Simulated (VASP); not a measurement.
# BeTe (F-43m) in VASP: further runs

Aim: see how the results for BeTe move with the level of theory and the settings. Levels: HSE06, B3LYP. Tasks: single point.

All numbers are computed with VASP 6.6.1; they aren't measurements. Logs are shortened: lines on timing, memory, paths and dates and some standing lists are left out, and cuts for length are marked.

## Step 1: The cell of the first run

The structure is cubic, space group F-43m (No. 216). The conventional cell has a = 5.540 Å, b = 5.540 Å, c = 5.540 Å, α = 90.00°, β = 90.00°, γ = 90.00°. Within 3.2 Å of Te (site symmetry -43m) lie 4 Be at 2.40 Å. Be (site symmetry -43m) has 4 Te at 2.40 Å within 3.2 Å.

## Step 2: Single point, HSE06

POSCAR reads:

```
BeTe
1.0
    0.0000000000      2.7700000000      2.7700000000
    2.7700000000      0.0000000000      2.7700000000
    2.7700000000      2.7700000000      0.0000000000
Te Be
1 1
Direct
    0.7500000000      0.7500000000      0.7500000000
    0.0000000000      0.0000000000      0.0000000000
```

INCAR.step1 reads:

```
PREC     = Accurate       # precision mode
ENCUT    = 520            # plane-wave cutoff, eV
EDIFF    = 1E-5           # SCF threshold, eV
ISMEAR   = -1             # smearing method
SIGMA    = 0.05           # smearing width, eV
LREAL    = F              # projectors in reciprocal space
LASPH    = T              # aspherical terms in the spheres
NELM     = 60             # most SCF steps
ALGO     = Normal         # electronic algorithm
ISIF     = 2              # what is computed and relaxed
LWAVE    = T              # write WAVECAR
GGA      = PE             # functional
NBANDS   = 11             # bands
```

INCAR.step2 reads:

```
PREC     = Accurate       # precision mode
ENCUT    = 520            # plane-wave cutoff, eV
EDIFF    = 1E-6           # SCF threshold, eV
ISMEAR   = -1             # smearing method
SIGMA    = 0.05           # smearing width, eV
LREAL    = F              # projectors in reciprocal space
LASPH    = T              # aspherical terms in the spheres
NELM     = 60             # most SCF steps
ALGO     = Normal         # electronic algorithm
ISIF     = 2              # what is computed and relaxed
LWAVE    = F              # write WAVECAR
LCHARG   = T              # write CHGCAR
GGA      = PE             # functional
LHFCALC  = T              # exact exchange
HFSCREEN = 0.2079         # screening, 1/A
PRECFOCK = Normal       
LELF     = T              # ELF
LVHAR    = T            
ISTART   = 1            
NBANDS   = 11             # bands
```

KPOINTS reads:

```
Automatic mesh
0
Gamma
  6 6 6
```

Potentials or basis: VASP PAW PBE potentials, release 64 (Te, Be).

Launch:

```console
cat potpaw_PBE.64/Te/POTCAR potpaw_PBE.64/Be/POTCAR > POTCAR
cp INCAR.step1 INCAR
mpirun -np 1 vasp_std > vasp.out
cp INCAR.step2 INCAR
mpirun -np 1 vasp_std > vasp.out
```

OUTCAR:

```text
PREC = Accurate
   ENCUT = 520
   EDIFF = 1E-6
   ISMEAR = -1
   LREAL = F
   LASPH = T
   NELM = 60
   ISIF = 2
   GGA = PE
   LHFCALC = T
   HFSCREEN = 0.2079
   PRECFOCK = Normal
   ISTART = 1

 ion  position               nearest neighbor table
   1  0.750  0.750  0.750-   2 2.40   2 2.40   2 2.40   2 2.40
   2  0.000  0.000  0.000-   1 2.40   1 2.40   1 2.40   1 2.40

  LATTYP: Found a face centered cubic cell.
 ALAT       =     5.5400000000

  Lattice vectors:

 A1 = (   0.0000000000,   2.7700000000,   2.7700000000)
 A2 = (   2.7700000000,   0.0000000000,   2.7700000000)
 A3 = (   2.7700000000,   2.7700000000,   0.0000000000)

Analysis of symmetry for initial positions (statically):
=====================================================================
 Subroutine PRICEL returns:
 Original cell was already a primitive cell.

 Routine SETGRP: Setting up the symmetry group for a
 face centered cubic supercell.

 Subroutine GETGRP returns: Found 24 space group operations
 (whereof 24 operations were pure point group operations)
 out of a pool of 48 trial point group operations.

The static configuration has the point symmetry T_d .

Analysis of symmetry for dynamics (positions and initial velocities):
=====================================================================
 Subroutine PRICEL returns:
 Original cell was already a primitive cell.

 Routine SETGRP: Setting up the symmetry group for a
 face centered cubic supercell.

 Subroutine GETGRP returns: Found 24 space group operations
 (whereof 24 operations were pure point group operations)
 out of a pool of 48 trial point group operations.

The dynamic configuration has the point symmetry T_d .

 Subroutine INISYM returns: Found 24 space group operations
 (whereof 24 operations are pure point group operations),
 and found     1 'primitive' translations

----------------------------------------------------------------------------------------

                                     Primitive cell

  volume of cell :      42.5079

  direct lattice vectors                    reciprocal lattice vectors
     0.000000000  2.770000000  2.770000000    -0.180505415  0.180505415  0.180505415
     2.770000000  0.000000000  2.770000000     0.180505415 -0.180505415  0.180505415
     2.770000000  2.770000000  0.000000000     0.180505415  0.180505415 -0.180505415

[... 88 lines left out ...]
   EFERMI =   0.00;   METHOD = LEGACY
   ISMEAR =    -1;   SIGMA  =   0.05  broadening in eV -4-tet -1-fermi 0-gaus
   EFERMI_NEDOS =   21; number of points for ismear=-14 and -15
   IALGO  =     38    algorithm
   IMIX   =      1    mixing-type and parameters
     AMIX     =   0.40;   BMIX     =  1.00
     AMIX_MAG =   1.60;   BMIX_MAG =  1.00
  volume/ion in A,a.u.               =      21.25       143.43
  Fermi-wavevector in a.u.,A,eV,Ry     =   0.938170  1.772885 11.975354  0.880164
  Thomas-Fermi vector in A             =   2.065355
   LORBIT       =      0    0 simple, 1 ext, 2 COOP (PROOUT), +10 PAW based schemes
   GGA     = PE    functional components
   LHFCALC =     T    Hartree Fock is set to
   PRECFOCK=normal    Normal, Fast or Accurate (Low or Medium for compatibility)
   ENCUT4O =  -1.0   cutoff for four orbital integrals eV
   NKREDX  =     1    reduce k-point grid by
   NKREDY  =     1    reduce k-point grid by
   NKREDZ  =     1    reduce k-point grid by
   AEXX    =    0.2500 exact exchange contribution
   HFSCREEN=    0.2079 screening length (either q_TF or 0.3 A-1)
   HFSCREENC=   0.2079 screening length for correlation (either q_TF or 0.3 A-1)
   ENCUTFOCK=  -1.0 apply spherical cutoff to Coloumb kernel
   IVDW    =     0    specifies the selected vdW correction
   LEPSILON=     F    determine dielectric tensor
   LRPA    =     F    only Hartree local field effects (RPA)
 non-spin polarized calculation
  energy-cutoff  :      520.00
  volume of cell :       42.51
 maximum number of plane-waves:      1167
 NGX is ok and might be reduce to    30
  NGX = 24; NGY = 24; NGZ = 24

 number of electron       8.0000000 magnetization

 Free energy of the ion-electron system (eV)
  ---------------------------------------------------
  ext. energy  EPLUGINS =         0.00000000
  ---------------------------------------------------
  free energy    TOTEN  =        -8.73349579 eV

  energy without entropy =       -8.73349579  energy(sigma->0) =       -8.73349579

 E-fermi :   6.1671     XC(G=0):  -7.7224

 val. band max:        5.1896887579   @ k =   0.0000   0.0000   0.0000
 cond. band min:       7.6934001248   @ k =   0.5000   0.5000   0.0000
 fundamental gap:      2.5037113668
 Fermi energy:         6.1671093519

 k-point     1 :       0.0000    0.0000    0.0000
  band No.  band energies     occupation
      1      -8.6256      2.00000
      2       5.1897      2.00000
      3       5.1897      2.00000
      4       5.1897      2.00000
      5       9.6116      0.00000
      6       9.6116      0.00000
      7       9.6116      0.00000
      8      10.1536      0.00000
      9      14.6446      0.00000
     10      16.5886      0.00000
     11      16.5886      0.00000
[... 197 lines left out ...]
 k-point    16 :      -0.3333    0.5000    0.1667
  band No.  band energies     occupation
      1      -6.3202      2.00000
      2      -0.3703      2.00000
      3       1.2478      2.00000
      4       1.6051      2.00000
      5       9.6415      0.00000
      6      10.2782      0.00000
      7      13.7717      0.00000
      8      14.1169      0.00000
      9      17.6789      0.00000
     10      18.6780      0.00000
     11      19.5559      0.00000

------------------------ aborting loop because EDIFF is reached ----------------------------------------

  FORCE on cell =-STRESS in cart. coord.  units (eV):
  Direction    XX          YY          ZZ          XY          YZ          ZX
  --------------------------------------------------------------------------------------
  -------------------------------------------------------------------------------------
  Total        0.8354130      0.8354130      0.8354130      0.0000000     -0.0000000     -0.0000000
  in kB       31.4878149     31.4878149     31.4878149      0.0000000     -0.0000000     -0.0000000
  external PRESSURE =      31.4878149 kB  Pullay stress =       0.0000000 kB

 VOLUME and BASIS-vectors are now :
 -----------------------------------------------------------------------------
  energy-cutoff  :      520.00
  volume of cell :       42.51
      direct lattice vectors                 reciprocal lattice vectors
     0.000000000  2.770000000  2.770000000    -0.180505415  0.180505415  0.180505415
     2.770000000  0.000000000  2.770000000     0.180505415 -0.180505415  0.180505415
     2.770000000  2.770000000  0.000000000     0.180505415  0.180505415 -0.180505415

 POSITION                                       TOTAL-FORCE (eV/Angst)
 -----------------------------------------------------------------------------------
      4.15500      4.15500      4.15500         0.000000      0.000000      0.000000
      0.00000      0.00000      0.00000        -0.000000     -0.000000     -0.000000
 -----------------------------------------------------------------------------------
    total drift:                               -0.000000     -0.000000     -0.000000

  FREE ENERGIE OF THE ION-ELECTRON SYSTEM (eV)
  ---------------------------------------------------
  free  energy   TOTEN  =        -8.7334957933 eV

  energy  without entropy=       -8.7334957932  energy(sigma->0) =       -8.73349579
```

OUTCAR.step1:

```text
PREC = Accurate
   ENCUT = 520
   EDIFF = 1E-5
   ISMEAR = -1
   LREAL = F
[... 435 lines left out ...]
      4.15500      4.15500      4.15500         0.000000      0.000000      0.000000
      0.00000      0.00000      0.00000        -0.000000     -0.000000     -0.000000
 -----------------------------------------------------------------------------------
    total drift:                               -0.000000     -0.000000     -0.000000

  FREE ENERGIE OF THE ION-ELECTRON SYSTEM (eV)
  ---------------------------------------------------
  free  energy   TOTEN  =        -7.5783912323 eV

  energy  without entropy=       -7.5783912317  energy(sigma->0) =       -7.57839123
```

OSZICAR.step1:

```text
N       E                     dE             d eps       ncg     rms          rms(c)
DAV:   1     0.170111814510E+02    0.17011E+02   -0.30678E+03   352   0.565E+02
DAV:   2    -0.674821591077E+01   -0.23759E+02   -0.22590E+02   462   0.904E+01
DAV:   3    -0.774214386243E+01   -0.99393E+00   -0.99203E+00   455   0.193E+01
DAV:   4    -0.775356049040E+01   -0.11417E-01   -0.11415E-01   414   0.239E+00
DAV:   5    -0.775379001065E+01   -0.22952E-03   -0.22951E-03   456   0.335E-01    0.444E+00
DAV:   6    -0.761673031256E+01    0.13706E+00   -0.16804E-01   406   0.170E+00    0.265E+00
DAV:   7    -0.757754174258E+01    0.39189E-01   -0.12528E-01   429   0.156E+00    0.565E-01
DAV:   8    -0.757806992916E+01   -0.52819E-03   -0.72938E-03   397   0.502E-01    0.881E-02
DAV:   9    -0.757832547587E+01   -0.25555E-03   -0.37763E-04   420   0.115E-01    0.355E-02
DAV:  10    -0.757838991785E+01   -0.64442E-04   -0.82838E-05   384   0.474E-02    0.170E-02
DAV:  11    -0.757839123226E+01   -0.13144E-05   -0.23786E-06   297   0.918E-03
   1 F= -.75783912E+01 E0= -.75783912E+01  d E =-.528094E-09
```

It took 13 min on 1 thread of Intel Xeon Platinum 8259CL at 2.50GHz (Skylake/Cascade Lake), shared host; peak memory 0.29 GiB.

What came out:

* Free energy: -8.7335 eV
* Pressure: 3.1 GPa
* Band gap on the k mesh: 2.50 eV (least direct gap 4.42 eV)

Caveat: the cell stands under pressure; the PAW data sets were made with another functional, which shifts forces and pressure a little; spin-orbit coupling is left out, which moves the levels of the heavy elements.

## Step 3: Single point, B3LYP

This run uses another cell than the first one, of 19.98 Å³/atom.

POSCAR reads:

```
BeTe
1.0
    0.0000000000      2.7134535211      2.7134535211
    2.7134535211      0.0000000000      2.7134535211
    2.7134535211      2.7134535211      0.0000000000
Te Be
1 1
Direct
    0.7500000000      0.7500000000      0.7500000000
    0.0000000000      0.0000000000      0.0000000000
```

INCAR.step1 reads:

```
SYSTEM = BeTe
PREC = Accurate
ENCUT = 520
EDIFF = 1E-5
ISMEAR = -1
SIGMA = 0.05
LREAL = .FALSE.
LASPH = .TRUE.
NELM = 100
ALGO = Normal
ISIF = 2
LWAVE = .TRUE.
LCHARG = .FALSE.
GGA = PE
NBANDS = 11
```

INCAR.step2 reads:

```
SYSTEM = BeTe
PREC = Accurate
ENCUT = 520
EDIFF = 1E-6
ISMEAR = -1
SIGMA = 0.05
LREAL = .FALSE.
LASPH = .TRUE.
NELM = 100
ALGO = Normal
ISIF = 2
LWAVE = .FALSE.
LCHARG = .FALSE.
GGA = B3
LHFCALC = .TRUE.
AEXX = 0.2
AGGAX = 0.72
AGGAC = 0.81
ALDAC = 0.19
PRECFOCK = Normal
ISTART = 1
NBANDS = 11
```

KPOINTS reads:

```
regular mesh
0
G
  4 4 4
  0 0 0
```

Potentials or basis: VASP PAW PBE potentials, release 64 (Te, Be).

Launch:

```console
cat potpaw_PBE.64/Te/POTCAR potpaw_PBE.64/Be/POTCAR > POTCAR
cp INCAR.step1 INCAR
mpirun -np 1 vasp_std > vasp.out
cp INCAR.step2 INCAR
mpirun -np 1 vasp_std > vasp.out
```

Wall time 4.5 min (1 thread of AMD EPYC 7R13, shared host); peak memory 0.16 GiB.

The run converged. Its results:

| Quantity | Value |
| --- | --- |
| Free energy | -7.8976 eV |
| Pressure | 11.7 GPa |
| Band gap on the k mesh | 3.08 eV (least direct gap 4.91 eV) |

Levels at points of the mesh, in eV from the valence-band top:
```tsv
k point	band 2	band 3	band 4	band 5	band 6	band 7
(0.00, 0.00, 0.00)	0.00	0.00	0.00	4.91	4.91	4.91
(0.50, 0.00, 0.00)	-6.71	-1.41	-1.41	4.78	5.99	5.99
(0.50, 0.50, 0.00)	-6.15	-3.26	-3.26	3.08	3.87	12.20
```

Caveat: the k points lie up to 0.50 Å⁻¹ apart; the PAW data sets were made with another functional, which shifts forces and pressure a little; spin-orbit coupling is left out, which moves the levels of the heavy elements. A k mesh can miss the band edges.

[end of part 1 of 2]
